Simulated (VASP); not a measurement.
# H3W8C9 in VASP: a series of runs

Runs on H3W8C9. Level: PBE+D3(BJ). Tasks: single point.

All numbers are computed with VASP 6.6.1; they aren't measurements. Logs are shortened: lines on timing, memory, paths and dates and some standing lists are left out, and cuts for length are marked.

### 1 The cell of the first run

The cell holds a slab with vacuum, 20 atoms: a = 5.749 Å, b = 5.749 Å, c = 16.225 Å, α = 90.00°, β = 90.00°, γ = 120.00°.

### 2 Single point, PBE+D3(BJ)

File INCAR:

```
PREC = Accurate ; ENCUT = 520
EDIFF = 1E-6 ; ISMEAR = 0
SIGMA = 0.15 ; LREAL = Auto
LASPH = True ; NELM = 80
ALGO = Normal ; ISIF = 2
LWAVE = False ; LCHARG = True
GGA = PE ; IVDW = 12
LELF = True ; LVHAR = True
NBANDS = 92
```

File KPOINTS:

```
Automatic mesh
0
Gamma
  5 5 1
```

File POSCAR:

```
H3W8C9
1.0
    5.7490600000      0.0000000000      0.0000000000
   -2.8745300000      4.9788320000      0.0000000000
    0.0000000000      0.0000000000     16.2248850000
W C H
8 9 3
Direct
    0.0000000000      0.0000000000      0.0616337000
   -0.0010707722     -0.0006970592      0.2348383141
    0.0000000000      0.5000000000      0.0616337000
   -0.0005241271      0.5028059124      0.2379877367
    0.5000000000      0.0000000000      0.0616337000
    0.5005248260      0.0041541269      0.2392927951
    0.5000000000      0.5000000000      0.0616337000
    0.4995158108      0.5017659384      0.2380328741
    0.3349493963      0.1663923162      0.1445509045
    0.3181804225      0.1658019680      0.3147201021
    0.3345099139      0.6687844235      0.1438216984
    0.3294292488      0.6664989440      0.3081789440
    0.8329241677      0.1671909360      0.1440654339
    0.8476028730      0.1697743342      0.3168981558
    0.8333127005      0.6648542315      0.1427887437
    0.8337279560      0.6774914889      0.3071272672
    0.6830132146      0.0752902019      0.3844026949
    0.2977088605      0.1773908177      0.3808981028
    0.6430921211     -0.1120977973      0.4141408539
    0.6256809875      0.2019486110      0.4185180280
```

Potentials or basis: VASP PAW PBE potentials, release 64 (W_sv, C, H).

Command:

```sh
$ cat potpaw_PBE.64/W_sv/POTCAR potpaw_PBE.64/C/POTCAR potpaw_PBE.64/H/POTCAR > POTCAR
$ mpirun -np 1 vasp_std > vasp.out
```

OUTCAR:

```text
PREC = Accurate
   ENCUT = 520
   EDIFF = 1E-6
   ISMEAR = 0
   LREAL = Auto
   LASPH = True
   NELM = 80
   ISIF = 2
   GGA = PE
   IVDW = 12
 IVDW          = 12

 ion  position               nearest neighbor table
   1  0.000  0.000  0.062-  15 2.13  13 2.14   9 2.14   2 2.81   7 2.87   3 2.87   3 2.87   7 2.87
                             5 2.87   5 2.87
   2  0.999  0.999  0.235-  16 1.99  10 2.05  14 2.08  13 2.22   9 2.22  15 2.24   1 2.81   4 2.86
                             8 2.87   6 2.87   6 2.88   8 2.88   4 2.89
   3  0.000  0.500  0.062-  15 2.11  13 2.13  11 2.13   4 2.86   5 2.87   1 2.87   1 2.87   5 2.87
                             7 2.87   7 2.87
   4  0.999  0.503  0.238-  12 2.00  16 2.03  14 2.10  15 2.25  13 2.26  11 2.26   2 2.86   3 2.86
                             6 2.87   8 2.87   8 2.88   6 2.88   2 2.89
   5  0.500  0.000  0.062-  11 2.12   9 2.13  13 2.13   7 2.87   3 2.87   7 2.87   3 2.87   1 2.87
                             1 2.87   6 2.88
   6  0.501  0.004  0.239-  12 2.02  10 2.11  14 2.14   9 2.24  13 2.26  11 2.28  17 2.53   8 2.86
                             4 2.87   2 2.87   2 2.88   4 2.88   5 2.88   8 2.89
   7  0.500  0.500  0.062-  15 2.12  11 2.13   9 2.14   8 2.86   1 2.87   5 2.87   5 2.87   1 2.87
                             3 2.87   3 2.87
   8  0.500  0.502  0.238-  16 2.01  12 2.02  10 2.09  11 2.25   9 2.26  15 2.27   7 2.86   6 2.86
                             2 2.87   4 2.87   4 2.88   2 2.88   6 2.89
   9  0.335  0.166  0.145-   5 2.13   7 2.14   1 2.14   2 2.22   6 2.24   8 2.26
  10  0.318  0.166  0.315-  18 1.09   2 2.05   8 2.09   6 2.11
  11  0.335  0.669  0.144-   5 2.12   7 2.13   3 2.13   8 2.25   4 2.26   6 2.28
  12  0.329  0.666  0.308-   4 2.00   8 2.02   6 2.02
  13  0.833  0.167  0.144-   3 2.13   5 2.13   1 2.14   2 2.22   4 2.26   6 2.26
  14  0.848  0.170  0.317-  17 1.37   2 2.08   4 2.10   6 2.14
  15  0.833  0.665  0.143-   3 2.11   7 2.12   1 2.13   2 2.24   4 2.25   8 2.27
  16  0.834  0.677  0.307-   2 1.99   8 2.01   4 2.03
  17  0.683  0.075  0.384-  20 1.09  19 1.09  14 1.37   6 2.53
  18  0.298  0.177  0.381-  10 1.09
  19  0.643  0.888  0.414-  17 1.09
  20  0.626  0.202  0.419-  17 1.09

  LATTYP: Found a hexagonal cell.
 ALAT       =     5.7490600000
 C/A-ratio  =     2.8221804956

  Lattice vectors:

 A1 = (   5.7490600000,   0.0000000000,   0.0000000000)
 A2 = (  -2.8745300000,   4.9788320000,   0.0000000000)
 A3 = (   0.0000000000,   0.0000000000,  16.2248850000)

Analysis of symmetry for initial positions (statically):
=====================================================================
 Subroutine PRICEL returns:
 Original cell was already a primitive cell.

 Routine SETGRP: Setting up the symmetry group for a
 hexagonal supercell.

 Subroutine GETGRP returns: Found  1 space group operations
[... 153 lines left out ...]
   NUPDOWN=      -1.0000    fix difference up-down
   EMIN   =  10.00;   EMAX   =-10.00  energy-range for DOS
   EFERMI =   0.00;   METHOD = LEGACY
   ISMEAR =     0;   SIGMA  =   0.15  broadening in eV -4-tet -1-fermi 0-gaus
   EFERMI_NEDOS =   21; number of points for ismear=-14 and -15
   IALGO  =     38    algorithm
   IMIX   =      4    mixing-type and parameters
     AMIX     =   0.40;   BMIX     =  1.00
     AMIX_MAG =   1.60;   BMIX_MAG =  1.00
  volume/ion in A,a.u.               =      23.22       156.70
  Fermi-wavevector in a.u.,A,eV,Ry     =   1.125724  2.127309 17.242037  1.267254
  Thomas-Fermi vector in A             =   2.262402
   LORBIT       =      0    0 simple, 1 ext, 2 COOP (PROOUT), +10 PAW based schemes
   GGA     = PE    functional components
   LHFCALC =     F    Hartree Fock is set to
   AEXX    =    0.0000 exact exchange contribution
   IVDW    =    12    specifies the selected vdW correction
   LEPSILON=     F    determine dielectric tensor
   LRPA    =     F    only Hartree local field effects (RPA)
 non-spin polarized calculation
 Gauss-broadening in eV      SIGMA  =   0.15
  energy-cutoff  :      520.00
  volume of cell :      464.41
 maximum number of plane-waves:     12553
 NGX is ok and might be reduce to    48
   NGX = 21   NGY = 21   NGZ = 61

 number of electron     150.9999988 magnetization

 Free energy of the ion-electron system (eV)
  ---------------------------------------------------
  ext. energy  EPLUGINS =         0.00000000
  ---------------------------------------------------
  free energy    TOTEN  =      -184.43181455 eV

  energy without entropy =     -184.38350944  energy(sigma->0) =     -184.40766199

 E-fermi :   1.2045     XC(G=0):  -6.5231

 val. band max:        1.1688364376   @ k =   0.0000   0.4000   0.0000
 cond. band min:       1.2530026797   @ k =   0.0000   0.2000   0.0000
 fundamental gap:      0.0841662421
 Fermi energy:         1.2044974133

 k-point     1 :       0.0000    0.0000    0.0000
  band No.  band energies     occupation
      1     -72.6852      2.00000
      2     -72.6704      2.00000
      3     -72.6243      2.00000
      4     -72.6149      2.00000
      5     -72.6045      2.00000
      6     -72.5282      2.00000
[... 1159 lines left out ...]
     86       3.4781      0.00000
     87       3.7808      0.00000
 [bands above 87 left out]

------------------------ aborting loop because EDIFF is reached ----------------------------------------

 Edisp (eV)   -5.11601

 E8    (eV) :    -2.3668

  FORCE on cell =-STRESS in cart. coord.  units (eV):
  Direction    XX          YY          ZZ          XY          YZ          ZX
  --------------------------------------------------------------------------------------
  -------------------------------------------------------------------------------------
  Total       9.65238    10.11078     0.81342     0.32506    -0.06394    -0.02063
  in kB      33.29961    34.88103     2.80622     1.12142    -0.22057    -0.07116
  external pressure =       23.66 kB  Pullay stress =        0.00 kB

 VOLUME and BASIS-vectors are now :
 -----------------------------------------------------------------------------
  energy-cutoff  :      520.00
  volume of cell :      464.41
      direct lattice vectors                 reciprocal lattice vectors
     5.749060000  0.000000000  0.000000000     0.173941479  0.100425160  0.000000000
    -2.874530000  4.978832000  0.000000000     0.000000000  0.200850320  0.000000000
     0.000000000  0.000000000 16.224885000     0.000000000  0.000000000  0.061633719

 POSITION                                       TOTAL-FORCE (eV/Angst)
 -----------------------------------------------------------------------------------
      0.00000      0.00000      1.00000        -0.016775      0.098146     -0.276175
      2.87038      4.97536      3.81022        -0.016008      0.005347     -0.021783
     -1.43727      2.48942      1.00000         0.047441     -0.116609     -0.107481
      4.30072      2.50339      3.86132        -0.007597     -0.018241     -0.025396
      2.87453      0.00000      1.00000        -0.002672      0.117540      0.225649
      2.86561      0.02068      3.88250        -0.009384      0.020330     -0.021036
[... 12 lines left out ...]
      1.14487      4.42072      6.71939         0.002089     -0.012616      0.008211
      3.01657      1.00547      6.79041        -0.011929      0.007207      0.007397
 -----------------------------------------------------------------------------------
    total drift:                               -0.002853      0.007420      0.001866

  FREE ENERGIE OF THE ION-ELECTRON SYSTEM (eV)
  ---------------------------------------------------
  free  energy   TOTEN  =      -189.5478272583 eV

  energy  without entropy=     -189.4995221514  energy(sigma->0) =     -189.52367470
```

stdout:

```text
POSCAR found type information on POSCAR W C H
 POSCAR found :  3 types and      20 ions
 scaLAPACK will be used
 LDA part: xc-table for (Slater+PW92), standard interpolation
 POSCAR, INCAR and KPOINTS ok, starting setup
 FFT: planning ... GRIDC
 FFT: planning ... GRID_SOFT
 FFT: planning ... GRID
 WAVECAR not read
 entering main loop
```

Run time: 26 min. Hardware: 1 thread of Intel Xeon Platinum 8259CL at 2.50GHz (Skylake/Cascade Lake), shared host; peak memory 0.8 GiB.

Results:

```yaml
Free_energy: -189.5478 eV
Largest_force: 0.294 eV/Å
Band_gap_on_the_k_mesh: zero (an odd number of electrons rules out a gap without spin polarisation)
Dispersion_energy_per_atom: -0.256 eV
```

Forces in eV/Å, atoms in the order of the input:
```
W   -0.017  0.098 -0.276
W   -0.016  0.005 -0.022
W    0.047 -0.117 -0.107
W   -0.008 -0.018 -0.025
W   -0.003  0.118  0.226
W   -0.009  0.020 -0.021
W   -0.034 -0.099 -0.081
W   -0.006 -0.016 -0.029
C    0.010  0.014 -0.005
C   -0.010  0.004  0.062
C    0.008 -0.002  0.005
C    0.006 -0.010  0.093
C   -0.001  0.017  0.003
C    0.041  0.033  0.029
C    0.014 -0.017 -0.002
C    0.007 -0.003  0.096
C   -0.020 -0.019  0.030
H    0.001 -0.002  0.011
H    0.002 -0.013  0.008
H   -0.012  0.007  0.007
```

Levels at points of the mesh, in eV from the Fermi level:
| k point | band 72 | band 73 | band 74 | band 75 | band 76 | band 77 | band 78 | band 79 | band 80 | band 81 |
| --- | --- | --- | --- | --- | --- | --- | --- | --- | --- | --- |
| (0.00, 0.00, 0.00) | -0.53 | 0.31 | 0.36 | 0.49 | 0.52 | 0.54 | 1.04 | 1.25 | 2.06 | 2.30 |

Caveat: there is no dipole correction, which matters where the two faces differ; spin-orbit coupling is left out, which moves the levels of the heavy elements.

### 3 Single point, PBE+D3(BJ)

File INCAR:

```
ALGO = Normal
EDIFF = 1E-7
ENCUT = 520
GGA = PE
ISIF = 2
ISMEAR = 0
IVDW = 12
LASPH = T
LCHARG = F
LREAL = Auto
LWAVE = F
NBANDS = 92
NELM = 80
PREC = Accurate
SIGMA = 0.15
```

File KPOINTS:

```
k-points
0
Gamma
  5 5 1
```

File POSCAR:

```
H3W8C9
1.0
    5.7490600000      0.0000000000      0.0000000000
   -2.8745300000      4.9788320000      0.0000000000
    0.0000000000      0.0000000000     16.2248850000
W C H
8 9 3
Direct
    0.0000000000      0.0000000000      0.0616337188
   -0.0138050667     -0.0100013417      0.2334063385
    0.0000000000      0.5000000000      0.0616337188
   -0.0041447914      0.4977392288      0.2380273265
    0.5000000000      0.0000000000      0.0616337188
    0.4874265855     -0.0079958512      0.2390045292
    0.5000000000      0.5000000000      0.0616337188
    0.4895848885      0.4933341796      0.2386840338
    0.3300724444      0.1623591638      0.1439936862
    0.2987611608      0.1509912365      0.3158877860
    0.3307986874      0.6678126516      0.1442296201
    0.3246785458      0.6602614830      0.3098550776
    0.8282267958      0.1652459854      0.1445048147
    0.8522422046      0.1658913175      0.3239280278
    0.8327477118      0.6658328700      0.1423840600
    0.8142184089      0.6465215135      0.3064186896
    1.0751052100      0.1207833484      0.3732346947
    0.7006067915      0.1465552563      0.3689832624
    0.9707928084     -0.0626279417      0.4110201089
    1.1641232393      0.3040887903      0.4114538870
```

Potentials or basis: VASP PAW PBE potentials, release 64 (W_sv, C, H).

Command:

```sh
$ cat potpaw_PBE.64/W_sv/POTCAR potpaw_PBE.64/C/POTCAR potpaw_PBE.64/H/POTCAR > POTCAR
$ mpirun -np 1 vasp_std > vasp.out
```

OUTCAR:

```text
EDIFF = 1E-7
   ENCUT = 520
   GGA = PE
   ISIF = 2
   ISMEAR = 0
   IVDW = 12
   LASPH = T
   LREAL = Auto
   NELM = 80
   PREC = Accurate
 IVDW          = 12

 ion  position               nearest neighbor table
   1  0.000  0.000  0.062-  15 2.12   9 2.12  13 2.15   2 2.79   7 2.87   3 2.87   3 2.87   7 2.87
                             5 2.87   5 2.87
   2  0.986  0.990  0.233-  10 2.05  16 2.08  14 2.13  15 2.19  13 2.20   9 2.24  17 2.36   1 2.79
                             8 2.86   4 2.86   6 2.87   6 2.88   4 2.89   8 2.90
   3  0.000  0.500  0.062-  15 2.11  11 2.12  13 2.14   4 2.86   5 2.87   1 2.87   1 2.87   5 2.87
                             7 2.87   7 2.87
   4  0.996  0.498  0.238-  16 1.99  12 2.01  14 2.17  13 2.25  11 2.26  15 2.26   6 2.83   8 2.85
                             2 2.86   3 2.86   2 2.89   8 2.90   6 2.92
   5  0.500  0.000  0.062-  13 2.12   9 2.13  11 2.13   7 2.87   3 2.87   7 2.87   3 2.87   1 2.87
                             1 2.87   6 2.88
   6  0.487  0.992  0.239-  12 2.01  10 2.14  11 2.23   9 2.24  14 2.28  13 2.29   4 2.83   8 2.87
                             2 2.87   8 2.88   2 2.88   5 2.88   4 2.92
   7  0.500  0.500  0.062-  15 2.11  11 2.15   9 2.15   8 2.87   1 2.87   5 2.87   5 2.87   1 2.87
                             3 2.87   3 2.87
[... 235 lines left out ...]
      3     -72.6314      2.00000
      4     -72.5780      2.00000
      5     -72.5605      2.00000
      6     -72.5477      2.00000
[... 1159 lines left out ...]
     86       3.5357      0.00000
     87       3.8454      0.00000
 [bands above 87 left out]

------------------------ aborting loop because EDIFF is reached ----------------------------------------

 Edisp (eV)   -5.12751

 E8    (eV) :    -2.3707

  FORCE on cell =-STRESS in cart. coord.  units (eV):
  Direction    XX          YY          ZZ          XY          YZ          ZX
  --------------------------------------------------------------------------------------
  -------------------------------------------------------------------------------------
  Total       3.91872     8.80906     1.06472     1.54977     1.40094     2.91893
  in kB      13.51913    30.39026     3.67316     5.34652     4.83308    10.06998
  external pressure =       15.86 kB  Pullay stress =        0.00 kB

 VOLUME and BASIS-vectors are now :
 -----------------------------------------------------------------------------
  energy-cutoff  :      520.00
  volume of cell :      464.41
      direct lattice vectors                 reciprocal lattice vectors
     5.749060000  0.000000000  0.000000000     0.173941479  0.100425160  0.000000000
    -2.874530000  4.978832000  0.000000000     0.000000000  0.200850320  0.000000000
     0.000000000  0.000000000 16.224885000     0.000000000  0.000000000  0.061633719

 POSITION                                       TOTAL-FORCE (eV/Angst)
 -----------------------------------------------------------------------------------
      0.00000      0.00000      1.00000        -0.181855      0.102101     -0.352788
      2.82391      4.92904      3.78699        -0.038565     -0.007808     -0.052072
     -1.43727      2.48942      1.00000         0.005407     -0.191794     -0.186435
      4.29447      2.47816      3.86197        -0.010915     -0.036691     -0.012056
      2.87453      0.00000      1.00000        -0.099278      0.094628      0.175931
     -0.04930      4.93902      3.87782        -0.005628      0.025196      0.011717
[... 12 lines left out ...]
      2.88664      4.66702      6.66875         0.261502      0.058450     -0.001566
      0.06944      1.51401      6.67579        -0.003079      0.161857      0.009071
 -----------------------------------------------------------------------------------
    total drift:                               -0.005233     -0.009100     -0.017935

  FREE ENERGIE OF THE ION-ELECTRON SYSTEM (eV)
  ---------------------------------------------------
  free  energy   TOTEN  =      -188.8208705170 eV

  energy  without entropy=     -188.7423294809  energy(sigma->0) =     -188.78160000
```

stdout:

```text
POSCAR found type information on POSCAR W C H
 POSCAR found :  3 types and      20 ions
 scaLAPACK will be used
 LDA part: xc-table for (Slater+PW92), standard interpolation
 POSCAR, INCAR and KPOINTS ok, starting setup
 FFT: planning ... GRIDC
 FFT: planning ... GRID_SOFT
 FFT: planning ... GRID
 WAVECAR not read
 entering main loop
```

Wall time 43 min (1 thread of Intel Xeon Platinum 8259CL at 2.50GHz (Skylake/Cascade Lake), shared host); peak memory 0.8 GiB.

What came out:

```
Free energy                : -188.8209 eV
Largest force              : 0.410 eV/Å
Band gap on the k mesh     : zero (an odd number of electrons rules out a gap without spin polarisation)
Dispersion energy per atom : -0.256 eV
```

Forces on the atoms (eV/Å):
```
W   -0.182  0.102 -0.353
W   -0.039 -0.008 -0.052
W    0.005 -0.192 -0.186
W   -0.011 -0.037 -0.012
W   -0.099  0.095  0.176
W   -0.006  0.025  0.012
W   -0.224 -0.224  0.069
W   -0.030 -0.032 -0.023
C    0.002  0.000  0.005
C   -0.016 -0.005  0.063
C    0.003  0.002  0.007
C   -0.023 -0.010  0.091
C   -0.009 -0.001 -0.006
C    0.042  0.006  0.022
C   -0.001 -0.006 -0.014
C   -0.022 -0.004  0.086
C    0.192  0.058 -0.024
H    0.158  0.011  0.133
H    0.262  0.058 -0.002
H   -0.003  0.162  0.009
```

Levels at points of the mesh, in eV from the Fermi level:
```
           k point  band 72  band 73  band 74  band 75  band 76  band 77  band 78  band 79  band 80  band 81
(0.00, 0.00, 0.00)    -0.03     0.22     0.27     0.44     0.49     0.50     0.81     1.14     1.92     2.19
```

Caveat: there is no dipole correction, which matters where the two faces differ; spin-orbit coupling is left out, which moves the levels of the heavy elements.

The gap in the log of VASP goes by the Fermi energy; the results here count the filled bands.